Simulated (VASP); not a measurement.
# NaH13O7 in VASP: notebook, part 2 of 3

VASP 6.6.1. Earlier steps stand in the parts before.

## Step 3: Single point, r2SCAN

POSCAR

```
NaH13O7
1.0
    6.6282230000      0.0000000000      0.0000000000
    0.0000000000      6.6282230000      0.0000000000
    0.0000000000      0.0000000000      6.6282230000
O H Na
7 13 1
Direct
    0.7557983490     -0.0417306418      0.5470697048
    0.6390853174      0.2324755821      0.8531849336
    0.3794682225      0.8165235237      0.8161614357
    0.0409008568      0.1562258844      0.3514969246
    0.5058067600      0.7049098982      0.2338937601
    1.0044321080      0.6557715394      0.6926894282
    0.2636453239      0.4847754821      0.4248800923
    0.8567907266      0.0384718498      0.4740033641
    0.6974418332     -0.1285412395      0.4501960782
    0.6879822842      0.1599825474      0.9706975761
    0.6589699834      0.1512773484      0.7323833251
    0.3871625924      0.8878548594      0.6957068282
    0.2355533301      0.7711116539      0.8059626238
    0.1335048625      0.0507828418      0.2996579928
    0.1318905535      0.2862607369      0.3779142615
    0.4172611573      0.7920071488      0.1557581874
    0.4097025704      0.6079004886      0.3104150238
    1.0859471686      0.5833388527      0.5840630287
    0.9321352043      0.7592230980      0.6198493925
    0.3371491876      0.4272789253      0.5334914049
    0.6742078533      0.6004173366      0.9126126263
```

INCAR.step1

```
SYSTEM = NaH13O7
PREC = Accurate
ENCUT = 580
ISMEAR = -1
SIGMA = 0.05
LREAL = .FALSE.
LASPH = .TRUE.
NELM = 120
NBANDS = 47
GGA = PE
ALGO = Normal
EDIFF = 1E-5
LWAVE = .TRUE.
LCHARG = .FALSE.
GGA_COMPAT = .FALSE.
```

INCAR.step2

```
SYSTEM = NaH13O7
PREC = Accurate
ENCUT = 580
EDIFF = 1E-6
ISMEAR = -1
SIGMA = 0.05
LREAL = .FALSE.
LASPH = .TRUE.
NELM = 120
ALGO = Normal
ISIF = 2
LWAVE = .FALSE.
LCHARG = .FALSE.
METAGGA = R2SCAN
LMIXTAU = .TRUE.
NBANDS = 47
ISTART = 1
GGA_COMPAT = .FALSE.
```

KPOINTS

```
Automatic mesh
0
G
  1 1 1
  0 0 0
```

Potentials or basis: VASP PAW PBE potentials, release 64 (O, H, Na_pv).

On the command line:

```console
$ cat potpaw_PBE.64/O/POTCAR potpaw_PBE.64/H/POTCAR potpaw_PBE.64/Na_pv/POTCAR > POTCAR
$ cp INCAR.step1 INCAR
$ mpirun -np 1 vasp_gam > vasp.out
$ cp INCAR.step2 INCAR
$ mpirun -np 1 vasp_gam > vasp.out
```

Run time: 4.6 min. Hardware: 1 thread of Intel Xeon 8259CL, shared host; peak memory 0.41 GiB.

Results (log left out):

| Quantity | Value |
| --- | --- |
| Free energy | -111.4944 eV |
| Pressure | -1.3 GPa |
| Largest force | 2.370 eV/Å |

Forces in eV/Å, atoms in the order of the input:
```
O    0.222  0.430  1.097
O   -0.036  0.688  0.396
O   -1.174 -1.332  1.570
O    1.394 -0.018 -0.271
O    0.306  0.372 -0.442
O    0.384 -0.617 -0.052
O   -1.046 -0.186 -0.389
H    0.499  0.483 -0.212
H   -1.030 -0.796 -1.141
H   -0.113 -0.045 -0.597
H    0.259 -0.343  0.277
H    0.590  1.275 -1.764
H    0.689 -0.220  0.155
H   -0.701  1.056  0.418
H   -0.505 -0.640 -0.248
H    0.268 -0.200  0.111
H   -0.212 -0.085  0.149
H    0.026  0.127  0.341
H   -0.273  0.540 -0.035
H    0.595 -0.320  0.699
Na  -0.142 -0.170 -0.064
```

Stress tensor (GPa, compression positive):
```
-2.13  0.07  0.54
 0.07 -1.32 -1.34
 0.54 -1.34 -0.48
```

Levels at points of the mesh, in eV from the Fermi level:
| k point | band 28 | band 29 | band 30 | band 31 | band 32 | band 33 | band 34 | band 35 |
| --- | --- | --- | --- | --- | --- | --- | --- | --- |
| (0.00, 0.00, 0.00) | -2.55 | -2.42 | -1.44 | -1.27 | 2.79 | 5.84 | 6.07 | 6.38 |

Caveat: the k points lie up to 0.95 Å⁻¹ apart; the PAW data sets were made with another functional, which shifts forces and pressure a little.

## Step 4: Single point, r2SCAN

POSCAR

```
NaH13O7
1.0
    6.6282230000      0.0000000000      0.0000000000
    0.0000000000      6.6282230000      0.0000000000
    0.0000000000      0.0000000000      6.6282230000
O H Na
7 13 1
Direct
    0.7526904270     -0.0342173159      0.5403861638
    0.6651556533      0.2382840770      0.8453246066
    0.3753042105      0.8136720807      0.8043332278
    0.0432996898      0.1550641854      0.3490679176
    0.5109363400      0.7233612991      0.2310724911
    0.9989706140      0.6467193394      0.6973362242
    0.2457672290      0.4890300160      0.4163710243
    0.8757399985      0.0385020238      0.4866764440
    0.7052870732     -0.1242867055      0.4301001943
    0.7361249010      0.1591678494      0.9445367182
    0.6491785204      0.1482146874      0.7307237551
    0.4370100402      0.8878095984      0.6918596432
    0.2380728590      0.7632060659      0.7683658199
    0.1730478893      0.1112817116      0.2958711558
    0.1027726436      0.2967462018      0.3798604845
    0.4139721913      0.8104132888      0.1660475213
    0.4389864372      0.6178126475      0.3139152077
    1.0818585917      0.5866730796      0.5869597326
    0.9445819792      0.7539426480      0.6173449505
    0.3178076537      0.4291195393      0.5324051409
    0.6765010773      0.5971887186      0.9173499443
```

INCAR.step1

```
SYSTEM = NaH13O7
  PREC = Accurate
  ENCUT = 580
  ISMEAR = -1
  SIGMA = 0.05
  LREAL = .False.
  LASPH = .True.
  NELM = 120
  NBANDS = 47
  GGA = PE
  ALGO = Normal
  EDIFF = 1E-5
  LWAVE = .True.
  LCHARG = .False.
  GGA_COMPAT = .False.
```

INCAR.step2

```
SYSTEM = NaH13O7
  PREC = Accurate
  ENCUT = 580
  EDIFF = 1E-6
  ISMEAR = -1
  SIGMA = 0.05
  LREAL = .False.
  LASPH = .True.
  NELM = 120
  ALGO = Normal
  ISIF = 2
  LWAVE = .False.
  LCHARG = .True.
  METAGGA = R2SCAN
  LMIXTAU = .True.
  LELF = .True.
  LVHAR = .True.
  NBANDS = 47
  ISTART = 1
  GGA_COMPAT = .False.
```

KPOINTS

```
Automatic mesh
0
Gamma
  1 1 1
  0 0 0
```

Potentials or basis: VASP PAW PBE potentials, release 64 (O, H, Na_pv).

On the command line:

```console
$ cat potpaw_PBE.64/O/POTCAR potpaw_PBE.64/H/POTCAR potpaw_PBE.64/Na_pv/POTCAR > POTCAR
$ cp INCAR.step1 INCAR
$ mpirun -np 1 vasp_gam > vasp.out
$ cp INCAR.step2 INCAR
$ mpirun -np 1 vasp_gam > vasp.out
```

OUTCAR:

```text
SYSTEM = NaH13O7
   PREC = Accurate
   ENCUT = 580
   EDIFF = 1E-6
   ISMEAR = -1
   LREAL = .False.
   LASPH = .True.
   NELM = 120
   ISIF = 2
   METAGGA = R2SCAN
   ISTART = 1

 ion  position               nearest neighbor table
   1  0.753  0.966  0.540-   9 0.99   8 1.01
   2  0.665  0.238  0.845-  10 0.96  11 0.97
   3  0.375  0.814  0.804-  12 0.98  13 1.00
   4  0.043  0.155  0.349-  14 0.97  15 1.04
   5  0.511  0.723  0.231-  16 0.97  17 1.01
   6  0.999  0.647  0.697-  19 0.96  18 1.00
   7  0.246  0.489  0.416-  20 0.99
   8  0.876  0.039  0.487-   1 1.01
   9  0.705  0.876  0.430-   1 0.99
  10  0.736  0.159  0.945-   2 0.96
[... 270 lines left out ...]
  in kB      -29.8811953    -10.2320184    -20.2550133    -12.7391093      1.0962919      6.0767021
  external PRESSURE =     -20.1227423 kB  Pullay stress =       0.0000000 kB

 VOLUME and BASIS-vectors are now :
 -----------------------------------------------------------------------------
  energy-cutoff  :      580.00
  volume of cell :      291.20
      direct lattice vectors                 reciprocal lattice vectors
     6.628223000  0.000000000  0.000000000     0.150869999  0.000000000  0.000000000
     0.000000000  6.628223000  0.000000000     0.000000000  0.150869999  0.000000000
     0.000000000  0.000000000  6.628223000     0.000000000  0.000000000  0.150869999

 POSITION                                       TOTAL-FORCE (eV/Angst)
 -----------------------------------------------------------------------------------
      4.98900      6.40142      3.58180         0.174996     -0.610508     -0.619179
      4.40880      1.57940      5.60300        -0.141991      0.339524      0.284839
      2.48760      5.39320      5.33130         0.328816      0.029802     -0.219488
      0.28700      1.02780      2.31370         1.157740      0.806022     -0.186400
      3.38660      4.79460      1.53160         1.152230     -0.082426      0.030826
      6.62140      4.28660      4.62210         0.227324     -0.090024      0.182219
[... 13 lines left out ...]
      2.10650      2.84430      3.52890        -0.376030      0.336357     -0.755513
      4.48400      3.95830      6.08040        -0.142882     -0.094030     -0.131814
 -----------------------------------------------------------------------------------
    total drift:                               -0.003177      0.015594      0.003608

  FREE ENERGIE OF THE ION-ELECTRON SYSTEM (eV)
  ---------------------------------------------------
  free  energy   TOTEN  =      -111.2443978651 eV

  energy  without entropy=     -111.2443978651  energy(sigma->0) =     -111.24439787
```

OUTCAR.step1:

```text
SYSTEM = NaH13O7
   PREC = Accurate
   ENCUT = 580
   ISMEAR = -1
   LREAL = .False.
   LASPH = .True.
[... 304 lines left out ...]
      6.62140      4.28660      4.62210         0.166716     -0.251292      0.759637
[... 13 lines left out ...]
      2.10650      2.84430      3.52890        -0.208638      0.197383     -0.499328
      4.48400      3.95830      6.08040        -0.122226     -0.117032     -0.119020
 -----------------------------------------------------------------------------------
    total drift:                               -0.003384     -0.001509     -0.001592

  FREE ENERGIE OF THE ION-ELECTRON SYSTEM (eV)
  ---------------------------------------------------
  free  energy   TOTEN  =      -100.9215527911 eV

  energy  without entropy=     -100.9215527911  energy(sigma->0) =     -100.92155279
```

OSZICAR.step1:

```text
N       E                     dE             d eps       ncg     rms          rms(c)
DAV:   1     0.604849576463E+03    0.60485E+03   -0.34294E+04    94   0.133E+03
DAV:   2    -0.398554468227E+02   -0.64471E+03   -0.60761E+03   118   0.335E+02
DAV:   3    -0.111118482369E+03   -0.71263E+02   -0.70867E+02   116   0.124E+02
DAV:   4    -0.112926991197E+03   -0.18085E+01   -0.18025E+01   124   0.234E+01
DAV:   5    -0.112975888426E+03   -0.48897E-01   -0.48830E-01   116   0.358E+00    0.201E+01
DAV:   6    -0.101418124146E+03    0.11558E+02   -0.38157E+01   116   0.269E+01    0.744E+00
DAV:   7    -0.101130764512E+03    0.28736E+00   -0.17709E+00   124   0.550E+00    0.475E+00
DAV:   8    -0.100916932265E+03    0.21383E+00   -0.50040E-01   124   0.373E+00    0.768E-01
DAV:   9    -0.100912585159E+03    0.43471E-02   -0.60513E-02   108   0.116E+00    0.355E-01
DAV:  10    -0.100919564726E+03   -0.69796E-02   -0.72463E-03   108   0.417E-01    0.170E-01
DAV:  11    -0.100921670372E+03   -0.21056E-02   -0.16072E-03   101   0.253E-01    0.520E-02
DAV:  12    -0.100921608611E+03    0.61760E-04   -0.41741E-04   108   0.117E-01    0.280E-02
DAV:  13    -0.100921559979E+03    0.48633E-04   -0.80206E-05   101   0.491E-02    0.905E-03
DAV:  14    -0.100921552791E+03    0.71875E-05   -0.11171E-05    84   0.200E-02
   1 F= -.10092155E+03 E0= -.10092155E+03  d E =-.190860E-10
```

Run time: 5.2 min. Hardware: 1 thread of Intel Xeon 8259CL, shared host; peak memory 0.42 GiB.

Results:

* Free energy: -111.2444 eV
* Pressure: -2.0 GPa
* Largest force: 1.423 eV/Å

Forces in eV/Å, atoms in the order of the input:
```
O    0.175 -0.611 -0.619
O   -0.142  0.340  0.285
O    0.329  0.030 -0.219
O    1.158  0.806 -0.186
O    1.152 -0.082  0.031
O    0.227 -0.090  0.182
O    0.432 -0.550  1.155
H   -0.582 -0.175 -0.135
H    0.000  0.740  0.478
H    0.029  0.007  0.034
H    0.295  0.002 -0.178
H   -0.794 -0.508  0.456
H    0.665  0.314 -0.149
H   -0.525 -0.726 -0.049
H   -0.477  0.207  0.177
H   -0.165 -0.366  0.078
H   -0.987  0.330 -0.312
H    0.600 -0.950 -0.234
H   -0.872  1.041  0.094
H   -0.376  0.336 -0.756
Na  -0.143 -0.094 -0.132
```

Levels at points of the mesh, in eV from the Fermi level:
```tsv
k point	band 29	band 30	band 31	band 32	band 33	band 34
(0.00, 0.00, 0.00)	-2.79	-1.51	-1.30	2.53	5.59	5.92
```

Caveat: the k points lie up to 0.95 Å⁻¹ apart; the PAW data sets were made with another functional, which shifts forces and pressure a little.

(Continued in part 3 of 3.)
